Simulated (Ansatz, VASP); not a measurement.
BeZn2Se3 in VASP and in Ansatz

INCAR

```
ALGO = Normal
EDIFF = 1E-6
EDIFFG = -0.01
ENCUT = 600
GGA = PE
IBRION = 2
ISIF = 3
ISMEAR = 0
LASPH = True
LCHARG = False
LREAL = False
LWAVE = False
NELM = 60
NSW = 100
PREC = Accurate
SIGMA = 0.02
```

Contents of KPOINTS:

```
k-points
0
Gamma
  6 6 6
```

The input POSCAR:

```
BeZn2Se3
1.0
    0.0000000000      5.1352291200      6.0745857216
    4.3322523283      0.0000000000      6.0745857216
    4.3322523283      5.1352291200      0.0000000000
Be Zn Se
1 2 3
Direct
    0.0000000000      0.0000000000      0.0000000000
    0.7575921981      0.2424078019      0.2424078019
    0.2424078019      0.7575921981      0.7575921981
    0.1605463848      0.1605463848      0.8394536152
    0.8394536152      0.8394536152      0.1605463848
    0.5000000000      0.5000000000      0.5000000000
```

Input for Ansatz:

```yaml
crystal:
  lattice:
    - [0.0, 5.13522912, 6.0745857216]
    - [4.3322523283, 0.0, 6.0745857216]
    - [4.3322523283, 5.13522912, 0.0]
  atoms:
    - { symbol: Be, position: [0.0, 0.0, 0.0] }
    - { symbol: Zn, position: [0.7575921981, 0.2424078019, 0.2424078019] }
    - { symbol: Zn, position: [0.2424078019, 0.7575921981, 0.7575921981] }
    - { symbol: Se, position: [0.1605463848, 0.1605463848, 0.8394536152] }
    - { symbol: Se, position: [0.8394536152, 0.8394536152, 0.1605463848] }
    - { symbol: Se, position: [0.5, 0.5, 0.5] }
basis:
  ecutwfc: 420
kpoints:
  mp_grid: { grid: [6, 6, 6] }
hamiltonian:
  xc: pbe
scf:
  occupations: { method: gaussian, width: 0.02 }
output:
  forces: true
  stress: true
  eigenvalues: true
  write_density: true
  write_potential: true
  elf: true
  volumetric_format: npy
relax:
  adjacent_minimum: "off"
  f_tol: 0.01
  max_steps: 80
  cell: { stress_tol: 0.05 }
```

Alike in both runs: task relaxation of cell and atoms; functional PBE; k mesh 6 × 6 × 6; occupations gaussian, width 0.02 eV; no spin polarisation.

```csv
,VASP,Ansatz
version,VASP 6.6.1,Ansatz 0.2.0
potentials or method,"VASP PAW PBE potentials, release 64 (Be, Zn, Se), cutoff 600 eV","scalar-relativistic, plane waves, PAW"
valence electrons in the cell,44,74
```

```csv
,VASP,Ansatz,Ansatz less VASP
"gap on the k mesh at the Fermi level, each at its own relaxed structure (eV)",0.59,0.61,+0.016
relaxed volume (Å³/atom),45.13,45.05,-0.081
relaxed length of the cell vector where the two differ most in proportion (Å),7.467,7.461,-0.0054
```

VASP's potentials hold 44 valence electrons a cell and Ansatz's 74, so a difference there can come from the potentials and not from the codes. Ansatz's warnings: xc potential rough in thin density.
